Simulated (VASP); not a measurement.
# Au in VASP: further runs

Runs on Au. Level: PBE. Tasks: single point.

Program: VASP 6.6.1. These are calculated values, not measurements. Logs are shortened: lines on timing, memory, paths and dates and some standing lists are left out, and cuts for length are marked.

## Step 1: The cell of the first run

The cell holds a slab with vacuum, 16 atoms: a = 8.160 Å, b = 5.770 Å, c = 17.327 Å, α = 90.00°, β = 90.00°, γ = 90.00°.

## Step 2: Single point, PBE

File INCAR:

```
SYSTEM = Au
ALGO = Normal
EDIFF = 1E-6
ENCUT = 400
GGA = PE
GGA_COMPAT = .FALSE.
ISIF = 2
ISMEAR = -1
LASPH = .TRUE.
LCHARG = .FALSE.
LREAL = .FALSE.
LWAVE = .FALSE.
NBANDS = 102
NELM = 120
NELMDL = -8
PREC = Accurate
SIGMA = 0.05
```

File KPOINTS:

```
k-points
0
G
  2 2 1
  0 0 0
```

File POSCAR:

```
Au
1.0
    8.1600000000      0.0000000000      0.0000000000
    0.0000000000      5.7699910000      0.0000000000
    0.0000000000      0.0000000000     17.3274940000
Au
16
Direct
    0.2500000000      0.2500003899      0.0577117499
    0.7500000000      0.2500003899      0.0577117499
    0.2500000000      0.7500011698      0.0577117499
    0.7500000000      0.7500011698      0.0577117499
    0.0126348039     -0.0392894894      0.1475689445
    0.5083578431     -0.0236048895      0.1279238648
   -0.0056127451      0.5085623184      0.1179974438
    0.5005882353      0.4816818605      0.1217948770
    0.2313235294      0.3722016204      0.3324658488
    0.7899754902      0.2380246347      0.2369240468
    0.2496078431      0.7597065576      0.2255606033
    0.7611029412      0.7820809426      0.2232232774
    0.0401960784      0.0213345220      0.3168721340
    0.4858946078      0.1039862974      0.3053644110
   -0.0699754902      0.5332937261      0.3327082381
    0.5242034314      0.5997583012      0.2966210809
```

Potentials or basis: VASP PAW PBE potentials, release 64 (Au).

Command:

```sh
$ cat potpaw_PBE.64/Au/POTCAR > POTCAR
$ mpirun -np 1 vasp_std > vasp.out
```

OUTCAR:

```text
SYSTEM = Au
   EDIFF = 1E-6
   ENCUT = 400
   GGA = PE
   ISIF = 2
   ISMEAR = -1
   LASPH = .TRUE.
   LREAL = .FALSE.
   NELM = 120
   NELMDL = -8
   PREC = Accurate

 ion  position               nearest neighbor table
   1  0.250  0.250  0.058-   8 2.68   7 2.77   3 2.88   3 2.89   6 2.90   5 2.99
   2  0.750  0.250  0.058-   8 2.68   7 2.70   6 2.80   4 2.88   4 2.89  10 3.12   5 3.13
   3  0.250  0.750  0.058-   7 2.72   6 2.76   5 2.77   8 2.79   1 2.88   1 2.89  11 2.91
   4  0.750  0.750  0.058-   7 2.65   6 2.66   8 2.79  12 2.88   2 2.88   2 2.89   5 2.91
   5  0.013  0.961  0.148-  11 2.63  12 2.64   7 2.66   3 2.77  10 2.87   4 2.91  13 2.96   1 2.99
                             2 3.13   7 3.21
   6  0.508  0.976  0.128-   4 2.66   3 2.76   2 2.80   8 2.86  12 2.87   1 2.90   8 2.92  11 2.98
                            14 3.17  10 3.34
   7  0.994  0.509  0.118-   4 2.65   5 2.66   2 2.70   3 2.72   1 2.77  12 3.07  10 3.08  11 3.15
                             5 3.21
   8  0.501  0.482  0.122-   2 2.68   1 2.68   4 2.79   3 2.79   6 2.86   6 2.92  16 3.11  11 3.16
                            12 3.26  10 3.40
   9  0.231  0.372  0.332-  13 2.57  15 2.63  14 2.63  16 2.80  11 2.91
  10  0.790  0.238  0.237-  15 2.64  12 2.65  13 2.77  14 2.86   5 2.87   7 3.08   2 3.12  12 3.16
                            16 3.18   6 3.34   8 3.40
  11  0.250  0.760  0.226-   5 2.63  16 2.72  13 2.78   9 2.91   3 2.91   6 2.98  14 3.09   7 3.15
                             8 3.16  15 3.46
  12  0.761  0.782  0.223-  16 2.54   5 2.64  10 2.65  15 2.75   6 2.87   4 2.88   7 3.07  13 3.12
                            10 3.16  14 3.24   8 3.26
  13  0.040  0.021  0.317-   9 2.57  10 2.77  11 2.78   5 2.96  15 2.97  15 3.10  12 3.12
  14  0.486  0.104  0.305-   9 2.63  10 2.86  16 2.88  16 2.93  11 3.09   6 3.17  12 3.24
  15  0.930  0.533  0.333-   9 2.63  10 2.64  12 2.75  13 2.97  13 3.10  16 3.39  11 3.46
  16  0.524  0.600  0.297-  12 2.54  11 2.72   9 2.80  14 2.88  14 2.93   8 3.11  10 3.18  15 3.39

  LATTYP: Found a simple orthorhombic cell.
 ALAT       =     5.7699910000
 B/A-ratio  =     1.4142136444
 C/A-ratio  =     3.0030365732

  Lattice vectors:

 A1 = (   0.0000000000,  -5.7699910000,   0.0000000000)
 A2 = (   8.1600000000,   0.0000000000,   0.0000000000)
 A3 = (   0.0000000000,   0.0000000000,  17.3274940000)

Analysis of symmetry for initial positions (statically):
=====================================================================
 Subroutine PRICEL returns:
 Original cell was already a primitive cell.

 Routine SETGRP: Setting up the symmetry group for a
 simple orthorhombic supercell.

 Subroutine GETGRP returns: Found  1 space group operations
 (whereof  1 operations were pure point group operations)
 out of a pool of  8 trial point group operations.

The static configuration has the point symmetry C_1 .

Analysis of symmetry for dynamics (positions and initial velocities):
=====================================================================
 Subroutine PRICEL returns:
 Original cell was already a primitive cell.

 Routine SETGRP: Setting up the symmetry group for a
 simple orthorhombic supercell.

 Subroutine GETGRP returns: Found  1 space group operations
 (whereof  1 operations were pure point group operations)
 out of a pool of  8 trial point group operations.

The dynamic configuration has the point symmetry C_1 .

 Subroutine INISYM returns: Found  1 space group operations
 (whereof  1 operations are pure point group operations),
 and found     1 'primitive' translations

----------------------------------------------------------------------------------------

                                     Primitive cell

  volume of cell :     815.8326

  direct lattice vectors                    reciprocal lattice vectors
     8.160000000  0.000000000  0.000000000     0.122549020  0.000000000  0.000000000
     0.000000000  5.769991000  0.000000000     0.000000000  0.173310496  0.000000000
     0.000000000  0.000000000 17.327494000     0.000000000  0.000000000  0.057711750

  length of vectors
     8.160000000  5.769991000 17.327494000     0.122549020  0.173310496  0.057711750

  position of ions in fractional coordinates (direct lattice)
     0.250000000  0.250000390  0.057711750
     0.750000000  0.250000390  0.057711750
     0.250000000  0.750001170  0.057711750
     0.750000000  0.750001170  0.057711750
     0.012634804  0.960710511  0.147568945
     0.508357843  0.976395111  0.127923865
[... 8 lines left out ...]
     0.930024510  0.533293726  0.332708238
     0.524203431  0.599758301  0.296621081

  ion indices of the primitive-cell ions
   primitive index   ion index
                 1           1
                 2           2
                 3           3
                 4           4
                 5           5
                 6           6
[... 8 lines left out ...]
                15          15
                16          16

----------------------------------------------------------------------------------------

 KPOINTS: k-points

Automatic generation of k-mesh.
 Grid dimensions read from file:
 generate k-points for:    2    2    1

 Generating k-lattice:

  Cartesian coordinates                     Fractional coordinates (reciprocal lattice)
     0.061274510  0.000000000  0.000000000     0.500000000  0.000000000  0.000000000
     0.000000000  0.086655248  0.000000000     0.000000000  0.500000000  0.000000000
     0.000000000  0.000000000  0.057711750     0.000000000  0.000000000  1.000000000

  Length of vectors
     0.061274510  0.086655248  0.057711750

  Shift w.r.t. Gamma in fractional coordinates (k-lattice)
     0.000000000  0.000000000  0.000000000

 Subroutine IBZKPT returns following result:
 ===========================================

 Found      4 irreducible k-points:

 Following reciprocal coordinates:
            Coordinates               Weight
  0.000000  0.000000  0.000000      1.000000
  0.500000  0.000000  0.000000      1.000000
  0.000000  0.500000  0.000000      1.000000
  0.500000  0.500000  0.000000      1.000000
   k-points           NKPTS =      4   k-points in BZ     NKDIM =      4   number of bands    NBANDS=    102
   number of dos      NEDOS =    301   number of ions     NIONS =     16
   total plane-waves  NPLWV = 259200
   dimension x,y,z NGX =    54 NGY =   40 NGZ =  120
   dimension x,y,z NGXF=   108 NGYF=   80 NGZF=  240
   ions per type =              16
   NGX,Y,Z   is equivalent  to a cutoff of  11.00, 11.52, 11.51 a.u.
   NGXF,Y,Z  is equivalent  to a cutoff of  22.00, 23.05, 23.03 a.u.
 SYSTEM =  Au
   PREC   = accura    normal or accurate (medium, high low for compatibility)
   ISTART =      0    job   : 0-new  1-cont  2-samecut
   ICHARG =      2    charge: 1-file 2-atom 10-const
   ISPIN  =      1    spin polarized calculation?
   LNONCOLLINEAR =      F non collinear calculations
   LSORBIT =      F    spin-orbit coupling
   LASPH  =      T    aspherical Exc in radial PAW
   ENCUT  =  400.0 eV  29.40 Ry    5.42 a.u.  13.31  9.41 28.26*2*pi/ulx,y,z
   NELM   =    120;   NELMIN=  2; NELMDL= -8     # of ELM steps
   EDIFF  = 0.1E-05   stopping-criterion for ELM
   LREAL  =      F    real-space projection
[... 7 lines left out ...]
   TEBEG  =    0.0;   TEEND  =   0.0 temperature during run
   PSTRESS=    0.0 pullay stress
   NELECT =     176.0000    total number of electrons
   NUPDOWN=      -1.0000    fix difference up-down
   EMIN   =  10.00;   EMAX   =-10.00  energy-range for DOS
   EFERMI =   0.00;   METHOD = LEGACY
   ISMEAR =    -1;   SIGMA  =   0.05  broadening in eV -4-tet -1-fermi 0-gaus
   EFERMI_NEDOS =   21; number of points for ismear=-14 and -15
   IALGO  =     38    algorithm
   IMIX   =      4    mixing-type and parameters
     AMIX     =   0.40;   BMIX     =  1.00
     AMIX_MAG =   1.60;   BMIX_MAG =  1.00
  volume/ion in A,a.u.               =      50.99       344.09
  Fermi-wavevector in a.u.,A,eV,Ry     =   0.981851  1.855428 13.116430  0.964030
  Thomas-Fermi vector in A             =   2.112889
   LORBIT       =      0    0 simple, 1 ext, 2 COOP (PROOUT), +10 PAW based schemes
   GGA     = PE    functional components
   LHFCALC =     F    Hartree Fock is set to
   AEXX    =    0.0000 exact exchange contribution
   IVDW    =     0    specifies the selected vdW correction
   LEPSILON=     F    determine dielectric tensor
   LRPA    =     F    only Hartree local field effects (RPA)
 non-spin polarized calculation
  energy-cutoff  :      400.00
  volume of cell :      815.83
 maximum number of plane-waves:     14856
 NGX is ok and might be reduce to    54
   NGX = 27   NGY = 19   NGZ = 57

 number of electron     175.9999989 magnetization

 Free energy of the ion-electron system (eV)
  ---------------------------------------------------
  ext. energy  EPLUGINS =         0.00000000
  ---------------------------------------------------
  free energy    TOTEN  =       -44.70525823 eV

  energy without entropy =      -44.65120175  energy(sigma->0) =      -44.67822999

 E-fermi :  -0.1609     XC(G=0):  -5.3911

 val. band max:       -0.2326350774   @ k =   0.0000   0.5000   0.0000
 cond. band min:      -0.1074895600   @ k =   0.5000   0.0000   0.0000
 fundamental gap:      0.1251455174
 Fermi energy:        -0.1609155079

 k-point     1 :       0.0000    0.0000    0.0000
  band No.  band energies     occupation
      1      -8.5069      2.00000
      2      -7.1520      2.00000
      3      -6.9517      2.00000
      4      -6.6937      2.00000
      5      -6.6186      2.00000
      6      -6.5638      2.00000
[... 92 lines left out ...]
     99       3.2378      0.00000
    100       3.3941      0.00000

 k-point     2 :       0.5000    0.0000    0.0000
  band No.  band energies     occupation
      1      -8.1085      2.00000
      2      -7.6756      2.00000
      3      -7.0035      2.00000
      4      -6.8120      2.00000
      5      -6.5529      2.00000
      6      -6.4688      2.00000
[... 92 lines left out ...]
     99       2.6732      0.00000
    100       2.9909      0.00000

 k-point     3 :       0.0000    0.5000    0.0000
  band No.  band energies     occupation
      1      -7.6512      2.00000
      2      -6.8679      2.00000
      3      -6.5520      2.00000
      4      -6.4056      2.00000
      5      -6.3874      2.00000
      6      -6.2748      2.00000
[... 92 lines left out ...]
     99       3.5292      0.00000
    100       3.7914      0.00000

 k-point     4 :       0.5000    0.5000    0.0000
  band No.  band energies     occupation
      1      -7.3660      2.00000
      2      -7.0112      2.00000
      3      -6.6808      2.00000
      4      -6.5002      2.00000
      5      -6.2587      2.00000
      6      -6.1013      2.00000
[... 92 lines left out ...]
     99       3.6094      0.00000
    100       3.8263      0.00000
 [bands above 100 left out]

------------------------ aborting loop because EDIFF is reached ----------------------------------------

  FORCE on cell =-STRESS in cart. coord.  units (eV):
  Direction    XX          YY          ZZ          XY          YZ          ZX
  --------------------------------------------------------------------------------------
  -------------------------------------------------------------------------------------
  Total       14.4090149     -9.2817736      3.9507579      1.4172702      0.5608015     -0.4419877
  in kB       28.2972232    -18.2280623      7.7587177      2.7833139      1.1013330     -0.8679999
  external PRESSURE =       5.9426262 kB  Pullay stress =       0.0000000 kB

 VOLUME and BASIS-vectors are now :
 -----------------------------------------------------------------------------
  energy-cutoff  :      400.00
  volume of cell :      815.83
      direct lattice vectors                 reciprocal lattice vectors
     8.160000000  0.000000000  0.000000000     0.122549020  0.000000000  0.000000000
     0.000000000  5.769991000  0.000000000     0.000000000  0.173310496  0.000000000
     0.000000000  0.000000000 17.327494000     0.000000000  0.000000000  0.057711750

 POSITION                                       TOTAL-FORCE (eV/Angst)
 -----------------------------------------------------------------------------------
      2.04000      1.44250      1.00000        -0.377708     -0.499547      0.137120
      6.12000      1.44250      1.00000         0.402245     -0.387088     -0.156187
      2.04000      4.32750      1.00000         0.170476      0.132842     -0.345734
      6.12000      4.32750      1.00000         0.065844      0.037956     -1.069598
      0.10310      5.54329      2.55700         0.080051      2.081459     -1.036133
      4.14820      5.63379      2.21660        -0.605778      0.730225      0.567234
[... 8 lines left out ...]
      7.58900      3.07710      5.76500         0.075582      0.547465      0.202726
      4.27750      3.46060      5.13970        -0.729336     -0.983755      0.733551
 -----------------------------------------------------------------------------------
    total drift:                                0.000291     -0.001290     -0.000575

  FREE ENERGIE OF THE ION-ELECTRON SYSTEM (eV)
  ---------------------------------------------------
  free  energy   TOTEN  =       -44.7052582325 eV

  energy  without entropy=      -44.6512017451  energy(sigma->0) =      -44.67822999
```

Wall time 13 min (1 thread of Oxide Virtual Turin-like, shared host); peak memory 0.54 GiB.

Results:

* Free energy: -44.7053 eV
* Largest force: 2.326 eV/Å
* Band gap on the k mesh: zero (bands 88 and 89 overlap by 0.29 eV)

Forces on the atoms (eV/Å):
```
Au  -0.378 -0.500  0.137
Au   0.402 -0.387 -0.156
Au   0.170  0.133 -0.346
Au   0.066  0.038 -1.070
Au   0.080  2.081 -1.036
Au  -0.606  0.730  0.567
Au   0.457 -1.500  0.234
Au  -0.117  0.117  0.501
Au   0.729  0.957  0.192
Au  -0.727  0.855 -0.276
Au   0.655 -0.390  0.577
Au   0.129 -0.495  0.245
Au  -0.589 -0.808  0.071
Au   0.382 -0.396 -0.578
Au   0.076  0.547  0.203
Au  -0.729 -0.984  0.734
```

Levels at points of the mesh, in eV from the Fermi level:
```csv
k point,band 84,band 85,band 86,band 87,band 88,band 89,band 90,band 91
"(0.00, 0.00, 0.00)",-1.53,-1.39,-1.36,-0.94,0.10,0.35,0.90,1.02
"(0.50, 0.00, 0.00)",-1.48,-0.74,-0.56,-0.07,0.05,0.34,0.60,0.63
"(0.00, 0.50, 0.00)",-1.54,-1.27,-1.22,-1.05,-1.02,-0.19,-0.07,0.17
"(0.50, 0.50, 0.00)",-1.67,-1.58,-1.46,-1.42,-1.30,0.69,0.89,1.11
```

Caveat: the k points lie up to 0.54 Å⁻¹ apart; the atoms stand as in a frame of molecular dynamics; there is no dipole correction, which matters where the two faces differ; spin-orbit coupling is left out, which moves the levels of the heavy elements.

## Step 3: Single point, PBE

File INCAR:

```
SYSTEM = Au
ALGO = Normal ; EDIFF = 1E-6
ENCUT = 400 ; GGA = PE
GGA_COMPAT = .False. ; ISIF = 2
ISMEAR = -1 ; LASPH = .True.
LCHARG = .False. ; LREAL = .False.
LWAVE = .False. ; NBANDS = 102
NELM = 120 ; NELMDL = -8
PREC = Accurate ; SIGMA = 0.05
```

File KPOINTS:

```
k-points
0
Gamma
  2 2 1
  0 0 0
```

File POSCAR:

```
Au
1.0
    8.1600000000      0.0000000000      0.0000000000
    0.0000000000      5.7699910000      0.0000000000
    0.0000000000      0.0000000000     17.3274940000
Au
16
Direct
    0.2500000000      0.2500003899      0.0577117499
    0.7500000000      0.2500003899      0.0577117499
    0.2500000000      0.7500011698      0.0577117499
    0.7500000000      0.7500011698      0.0577117499
   -0.0086764706     -0.0591855343      0.1358361457
    0.4980637255     -0.0692202120      0.1445102217
   -0.0027941176      0.4714392102      0.1224123927
    0.5225980392      0.4188741369      0.1511470730
    0.2691299020      0.1345236067      0.3657193591
    0.7460171569      0.1736571166      0.2449286665
    0.2848284314      0.6966388682      0.2362719041
    0.6928799020      0.6518207741      0.2608917366
   -0.0003799020     -0.0935876676      0.3236186375
    0.5689950980     -0.0868978825      0.3787852992
    0.0017524510      0.4336055290      0.3061377485
    0.5580269608      0.4140734362      0.3786063928
```

Potentials or basis: VASP PAW PBE potentials, release 64 (Au).

Command:

```sh
$ cat potpaw_PBE.64/Au/POTCAR > POTCAR
$ mpirun -np 1 vasp_std > vasp.out
```

Wall time 14 min (1 thread of Oxide Virtual Turin-like, shared host); peak memory 0.55 GiB.

Results (log left out):

- Free energy: -44.2691 eV
- Largest force: 1.410 eV/Å
- Band gap on the k mesh: zero (bands 88 and 89 overlap by 0.62 eV)

Forces in eV/Å, atoms in the order of the input:
```
Au   0.623 -0.417  0.307
Au  -0.059 -0.863 -0.350
Au   0.135 -0.182  0.086
Au  -0.600 -0.305 -0.468
Au   0.422  1.163  0.675
Au   0.302  0.457  0.042
Au   0.302 -0.152  0.732
Au  -1.306  0.417 -0.148
Au   0.258  0.364 -0.285
Au   0.069 -0.747  0.119
Au  -0.545 -0.207  0.359
Au   0.771  0.845 -0.240
Au  -0.257  0.170 -0.714
Au  -0.245  0.303 -0.105
Au   0.593 -0.347 -0.084
Au  -0.460 -0.499  0.072
```

Levels at points of the mesh, in eV from the Fermi level:
| k point | band 83 | band 84 | band 85 | band 86 | band 87 | band 88 | band 89 | band 90 | band 91 | band 92 |
| --- | --- | --- | --- | --- | --- | --- | --- | --- | --- | --- |
| (0.00, 0.00, 0.00) | -1.65 | -1.53 | -1.32 | -1.21 | -1.04 | 0.09 | 0.45 | 0.81 | 0.97 | 1.28 |
| (0.50, 0.00, 0.00) | -1.63 | -1.34 | -1.07 | -0.62 | 0.05 | 0.23 | 0.53 | 0.63 | 0.93 | 1.23 |
| (0.00, 0.50, 0.00) | -1.87 | -1.76 | -1.17 | -1.14 | -0.99 | -0.94 | -0.39 | -0.36 | 0.04 | 0.26 |
| (0.50, 0.50, 0.00) | -1.82 | -1.80 | -1.63 | -1.60 | -1.45 | -1.32 | 0.08 | 0.14 | 0.87 | 1.12 |

Caveat: the k points lie up to 0.54 Å⁻¹ apart, too coarse for converged energies and pressures of a metal; the atoms stand as in a frame of molecular dynamics; there is no dipole correction, which matters where the two faces differ; spin-orbit coupling is left out, which moves the levels of the heavy elements.

The gap in the log of VASP goes by the Fermi energy; the results here count the filled bands.